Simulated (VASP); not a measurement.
# CaO (Fm-3m) in VASP: notebook

CaO is run at these levels: PBE; tasks: single point.

Program: VASP 6.6.1. These are calculated values, not measurements. Logs are shortened: lines on timing, memory, paths and dates and some standing lists are left out, and cuts for length are marked.

## (1) The cell of the first run

The structure is cubic, space group Fm-3m (No. 225). The conventional cell has a = 4.782 Å, b = 4.782 Å, c = 4.782 Å, α = 90.00°, β = 90.00°, γ = 90.00°. Ca (site symmetry m-3m) has 6 O at 2.39 Å within 3.2 Å. O (site symmetry m-3m) has 6 Ca at 2.39 Å within 3.2 Å.

## (2) Single point, PBE (volume scaled by 0.97)

Input file INCAR:

```
SYSTEM = CaO
PREC     = Accurate       ! precision mode
ENCUT    = 520            ! plane-wave cutoff, eV
EDIFF    = 1E-6           ! SCF threshold, eV
ISMEAR   = 0              ! smearing method
SIGMA    = 0.02           ! smearing width, eV
LREAL    = .False.        ! projectors in reciprocal space
LASPH    = .True.         ! aspherical terms in the spheres
NELM     = 100            ! most SCF steps
ALGO     = Normal         ! electronic algorithm
ISIF     = 2              ! what is computed and relaxed
LWAVE    = .False.        ! write WAVECAR
LCHARG   = .False.        ! write CHGCAR
GGA      = PE             ! functional
NBANDS   = 15             ! bands
```

Input file KPOINTS:

```
Automatic mesh
0
Gamma
  8 8 8
  0 0 0
```

Input file POSCAR:

```
CaO
1.0
    0.0000000000      2.3911234886      2.3911234886
    2.3911234886      0.0000000000      2.3911234886
    2.3911234886      2.3911234886      0.0000000000
Ca O
1 1
Direct
    0.0000000000      0.0000000000      0.0000000000
    0.5000000000      0.5000000000      0.5000000000
```

Potentials or basis: VASP PAW PBE potentials, release 64 (Ca_sv, O).

The run is started by

```bash
cat potpaw_PBE.64/Ca_sv/POTCAR potpaw_PBE.64/O/POTCAR > POTCAR
mpirun -np 1 vasp_std > vasp.out
```

OUTCAR:

```text
SYSTEM = CaO
   PREC = Accurate
   ENCUT = 520
   EDIFF = 1E-6
   ISMEAR = 0
   LREAL = .False.
   LASPH = .True.
   NELM = 100
   ISIF = 2
   GGA = PE

 ion  position               nearest neighbor table
   1  0.000  0.000  0.000-   2 2.39   2 2.39   2 2.39   2 2.39   2 2.39   2 2.39
   2  0.500  0.500  0.500-   1 2.39   1 2.39   1 2.39   1 2.39   1 2.39   1 2.39

  LATTYP: Found a face centered cubic cell.
 ALAT       =     4.7822469772

  Lattice vectors:

 A1 = (   0.0000000000,   2.3911234886,   2.3911234886)
 A2 = (   2.3911234886,   0.0000000000,   2.3911234886)
 A3 = (   2.3911234886,   2.3911234886,   0.0000000000)

Analysis of symmetry for initial positions (statically):
=====================================================================
 Subroutine PRICEL returns:
 Original cell was already a primitive cell.

 Routine SETGRP: Setting up the symmetry group for a
 face centered cubic supercell.

 Subroutine GETGRP returns: Found 48 space group operations
 (whereof 48 operations were pure point group operations)
 out of a pool of 48 trial point group operations.

The static configuration has the point symmetry O_h .

Analysis of symmetry for dynamics (positions and initial velocities):
=====================================================================
 Subroutine PRICEL returns:
 Original cell was already a primitive cell.

 Routine SETGRP: Setting up the symmetry group for a
 face centered cubic supercell.

 Subroutine GETGRP returns: Found 48 space group operations
 (whereof 48 operations were pure point group operations)
 out of a pool of 48 trial point group operations.

The dynamic configuration has the point symmetry O_h .

 Subroutine INISYM returns: Found 48 space group operations
 (whereof 48 operations are pure point group operations),
 and found     1 'primitive' translations

----------------------------------------------------------------------------------------

                                     Primitive cell

  volume of cell :      27.3424

  direct lattice vectors                    reciprocal lattice vectors
     0.000000000  2.391123489  2.391123489    -0.209106724  0.209106724  0.209106724
     2.391123489  0.000000000  2.391123489     0.209106724 -0.209106724  0.209106724
     2.391123489  2.391123489  0.000000000     0.209106724  0.209106724 -0.209106724

  length of vectors
     3.381559267  3.381559267  3.381559267     0.362183471  0.362183471  0.362183471

  position of ions in fractional coordinates (direct lattice)
     0.000000000  0.000000000  0.000000000
     0.500000000  0.500000000  0.500000000

  ion indices of the primitive-cell ions
   primitive index   ion index
                 1           1
                 2           2

----------------------------------------------------------------------------------------

 KPOINTS: Automatic mesh

Automatic generation of k-mesh.
 Grid dimensions read from file:
 generate k-points for:    8    8    8

 Generating k-lattice:

  Cartesian coordinates                     Fractional coordinates (reciprocal lattice)
    -0.026138341  0.026138341  0.026138341     0.125000000  0.000000000  0.000000000
     0.026138341 -0.026138341  0.026138341     0.000000000  0.125000000  0.000000000
     0.026138341  0.026138341 -0.026138341     0.000000000  0.000000000  0.125000000

  Length of vectors
     0.045272934  0.045272934  0.045272934

  Shift w.r.t. Gamma in fractional coordinates (k-lattice)
     0.000000000  0.000000000  0.000000000

 Subroutine IBZKPT returns following result:
 ===========================================

 Found     29 irreducible k-points:

 Following reciprocal coordinates:
            Coordinates               Weight
  0.000000  0.000000  0.000000      1.000000
  0.125000  0.000000  0.000000      8.000000
  0.250000  0.000000  0.000000      8.000000
  0.375000  0.000000  0.000000      8.000000
  0.500000  0.000000  0.000000      4.000000
  0.125000  0.125000  0.000000      6.000000
[... 16 lines left out ...]
  0.500000  0.250000  0.125000     48.000000
 -0.375000  0.250000  0.125000     24.000000
 [... further k-points ...]
   k-points           NKPTS =     29   k-points in BZ     NKDIM =     29   number of bands    NBANDS=     15
   number of dos      NEDOS =    301   number of ions     NIONS =      2
   total plane-waves  NPLWV =  21952
   dimension x,y,z NGX =    28 NGY =   28 NGZ =   28
   dimension x,y,z NGXF=    56 NGYF=   56 NGZF=   56
   ions per type =               1   1
   NGX,Y,Z   is equivalent  to a cutoff of  13.77, 13.77, 13.77 a.u.
   NGXF,Y,Z  is equivalent  to a cutoff of  27.53, 27.53, 27.53 a.u.
 SYSTEM =  CaO
   PREC   = accura    normal or accurate (medium, high low for compatibility)
   ISTART =      0    job   : 0-new  1-cont  2-samecut
   ICHARG =      2    charge: 1-file 2-atom 10-const
   ISPIN  =      1    spin polarized calculation?
   LNONCOLLINEAR =      F non collinear calculations
   LSORBIT =      F    spin-orbit coupling
   LASPH  =      T    aspherical Exc in radial PAW
   ENCUT  =  520.0 eV  38.22 Ry    6.18 a.u.   6.29  6.29  6.29*2*pi/ulx,y,z
   NELM   =    100;   NELMIN=  2; NELMDL= -5     # of ELM steps
   EDIFF  = 0.1E-05   stopping-criterion for ELM
   LREAL  =      F    real-space projection
   EDIFFG = 0.1E-04   stopping-criterion for IOM
   NSW    =      0    number of steps for IOM
   IBRION =     -1    ionic relax: 0-MD 1-quasi-New 2-CG
   NFREE  =      0    steps in history (QN), initial steepest desc. (CG)
   ISIF   =      2    stress and relaxation
   ISYM   =      2    0-nonsym 1-usesym 2-fastsym
   POTIM  = 0.5000    time-step for ionic-motion
   TEBEG  =    0.0;   TEEND  =   0.0 temperature during run
   PSTRESS=    0.0 pullay stress
   NELECT =      16.0000    total number of electrons
   NUPDOWN=      -1.0000    fix difference up-down
   EMIN   =  10.00;   EMAX   =-10.00  energy-range for DOS
   EFERMI =   0.00;   METHOD = LEGACY
   ISMEAR =     0;   SIGMA  =   0.02  broadening in eV -4-tet -1-fermi 0-gaus
   EFERMI_NEDOS =   21; number of points for ismear=-14 and -15
   IALGO  =     38    algorithm
   IMIX   =      4    mixing-type and parameters
     AMIX     =   0.40;   BMIX     =  1.00
     AMIX_MAG =   1.60;   BMIX_MAG =  1.00
  volume/ion in A,a.u.               =      13.67        92.26
  Fermi-wavevector in a.u.,A,eV,Ry     =   1.369313  2.587627 25.511180  1.875019
  Thomas-Fermi vector in A             =   2.495200
   LORBIT       =      0    0 simple, 1 ext, 2 COOP (PROOUT), +10 PAW based schemes
   GGA     = PE    functional components
   LHFCALC =     F    Hartree Fock is set to
   AEXX    =    0.0000 exact exchange contribution
   IVDW    =     0    specifies the selected vdW correction
   LEPSILON=     F    determine dielectric tensor
   LRPA    =     F    only Hartree local field effects (RPA)
 non-spin polarized calculation
 Gauss-broadening in eV      SIGMA  =   0.02
  energy-cutoff  :      520.00
  volume of cell :       27.34
 maximum number of plane-waves:       754
 NGX is ok and might be reduce to    28
   NGX = 13   NGY = 13   NGZ = 13

 number of electron      15.9999997 magnetization

 Free energy of the ion-electron system (eV)
  ---------------------------------------------------
  ext. energy  EPLUGINS =         0.00000000
  ---------------------------------------------------
  free energy    TOTEN  =       -12.79257156 eV

  energy without entropy =      -12.79257156  energy(sigma->0) =      -12.79257156

 E-fermi :   2.5764     XC(G=0): -10.5492

 val. band max:        2.4367343311   @ k =   0.0000   0.0000   0.0000
 cond. band min:       6.0671157487   @ k =   0.5000   0.5000   0.0000
 fundamental gap:      3.6303814175
 Fermi energy:         2.5764202669

 k-point     1 :       0.0000    0.0000    0.0000
  band No.  band energies     occupation
      1     -35.1391      2.00000
      2     -15.8917      2.00000
      3     -15.8917      2.00000
      4     -15.8917      2.00000
      5     -13.1251      2.00000
      6       2.4367      2.00000
      7       2.4367      2.00000
      8       2.4367      2.00000
      9       7.2736      0.00000
     10       8.6988      0.00000
     11       8.6988      0.00000
     12       8.6988      0.00000
     13      10.2290      0.00000
     14      10.2290      0.00000
     15      17.6039      0.00000

 k-point     2 :       0.1250    0.0000    0.0000
  band No.  band energies     occupation
      1     -35.1231      2.00000
      2     -16.1201      2.00000
      3     -15.9000      2.00000
      4     -15.9000      2.00000
      5     -12.8869      2.00000
      6       1.8977      2.00000
      7       2.2202      2.00000
      8       2.2202      2.00000
      9       7.9592      0.00000
     10       8.6614      0.00000
     11       8.9681      0.00000
     12       8.9681      0.00000
     13      10.6061      0.00000
     14      10.6061      0.00000
     15      18.1979      0.00000

 k-point     3 :       0.2500    0.0000    0.0000
  band No.  band energies     occupation
      1     -35.0843      2.00000
      2     -16.5696      2.00000
      3     -15.9198      2.00000
      4     -15.9198      2.00000
      5     -12.4118      2.00000
      6       0.8847      2.00000
      7       1.7576      2.00000
      8       1.7576      2.00000
      9       8.7384      0.00000
     10       9.4246      0.00000
     11       9.6749      0.00000
     12       9.6749      0.00000
     13      11.5119      0.00000
     14      11.5119      0.00000
     15      18.5368      0.00000
[... 343 lines left out ...]
 k-point    23 :       0.5000    0.2500    0.1250
  band No.  band energies     occupation
      1     -35.0250      2.00000
      2     -16.7702      2.00000
      3     -16.1272      2.00000
      4     -15.9967      2.00000
      5     -12.2186      2.00000
      6       0.4137      2.00000
      7       1.3445      2.00000
      8       1.5849      2.00000
      9       8.3530      0.00000
     10      10.0187      0.00000
     11      10.9850      0.00000
     12      11.1041      0.00000
     13      12.4721      0.00000
     14      13.6853      0.00000
     15      17.4097      0.00000

 k-point    24 :      -0.3750    0.2500    0.1250
  band No.  band energies     occupation
      1     -35.0120      2.00000
      2     -16.8350      2.00000
      3     -16.1430      2.00000
      4     -16.0235      2.00000
      5     -12.1616      2.00000
      6       0.3622      2.00000
      7       1.2939      2.00000
      8       1.3590      2.00000
      9       9.2447      0.00000
     10       9.3257      0.00000
     11      11.2814      0.00000
     12      11.4904      0.00000
     13      12.7654      0.00000
     14      14.5032      0.00000
     15      16.4700      0.00000

 [... further k-points ...]
[... 5 lines left out ...]
  --------------------------------------------------------------------------------------
  -------------------------------------------------------------------------------------
  Total        0.6878024      0.6878024      0.6878024      0.0000000     -0.0000000      0.0000000
  in kB       40.3030818     40.3030818     40.3030818      0.0000000     -0.0000000      0.0000000
  external PRESSURE =      40.3030818 kB  Pullay stress =       0.0000000 kB

 VOLUME and BASIS-vectors are now :
 -----------------------------------------------------------------------------
  energy-cutoff  :      520.00
  volume of cell :       27.34
      direct lattice vectors                 reciprocal lattice vectors
     0.000000000  2.391123489  2.391123489    -0.209106724  0.209106724  0.209106724
     2.391123489  0.000000000  2.391123489     0.209106724 -0.209106724  0.209106724
     2.391123489  2.391123489  0.000000000     0.209106724  0.209106724 -0.209106724

 POSITION                                       TOTAL-FORCE (eV/Angst)
 -----------------------------------------------------------------------------------
      0.00000      0.00000      0.00000         0.000000      0.000000      0.000000
      2.39112      2.39112      2.39112        -0.000000     -0.000000     -0.000000
 -----------------------------------------------------------------------------------
    total drift:                                0.000000      0.000000      0.000000

  FREE ENERGIE OF THE ION-ELECTRON SYSTEM (eV)
  ---------------------------------------------------
  free  energy   TOTEN  =       -12.7925715599 eV

  energy  without entropy=      -12.7925715599  energy(sigma->0) =      -12.79257156
```

Run time: 8.5 s. Hardware: 1 thread of Intel Xeon Platinum 8488C (Sapphire Rapids), shared host; peak memory 0.16 GiB.

What came out:

| Property | Result |
| --- | --- |
| Free energy | -12.7926 eV |
| Pressure | 4.0 GPa |
| Band gap on the k mesh | 3.63 eV, indirect (least direct gap 4.00 eV) |

 A k mesh can miss the band edges.

## (3) Single point, PBE (volume scaled by 1.03)

Input file INCAR:

```
ALGO = Normal ; EDIFF = 1E-6
ENCUT = 520 ; GGA = PE
ISIF = 2 ; ISMEAR = 0
LASPH = T ; LCHARG = F
LREAL = F ; LWAVE = F
NBANDS = 15 ; NELM = 60
PREC = Accurate ; SIGMA = 0.02
```

Input file KPOINTS:

```
k-points
0
Gamma
  8 8 8
```

Input file POSCAR:

```
CaO
1.0
    0.0000000000      2.4394420318      2.4394420318
    2.4394420318      0.0000000000      2.4394420318
    2.4394420318      2.4394420318      0.0000000000
Ca O
1 1
Direct
    0.0000000000      0.0000000000      0.0000000000
    0.5000000000      0.5000000000      0.5000000000
```

Potentials or basis: VASP PAW PBE potentials, release 64 (Ca_sv, O).

The run is started by

```bash
cat potpaw_PBE.64/Ca_sv/POTCAR potpaw_PBE.64/O/POTCAR > POTCAR
mpirun -np 1 vasp_std > vasp.out
```

Run time: 8.5 s. Hardware: 1 thread of Intel Xeon Platinum 8488C (Sapphire Rapids), shared host; peak memory 0.15 GiB.

It converged, with:

```
Free energy            : -12.8010 eV
Pressure               : -2.5 GPa
Band gap on the k mesh : 3.64 eV, indirect (least direct gap 4.02 eV)
```

Levels at points of the mesh, in eV from the valence-band top:
```csv
k point,band 6,band 7,band 8,band 9,band 10,band 11
"(0.00, 0.00, 0.00)",0.00,0.00,0.00,4.36,6.11,6.11
"(0.50, 0.00, 0.00)",-2.53,-1.12,-1.12,6.84,8.11,8.11
"(0.50, 0.50, 0.00)",-1.32,-0.38,-0.38,3.64,7.72,8.64
```

 A k mesh can miss the band edges.
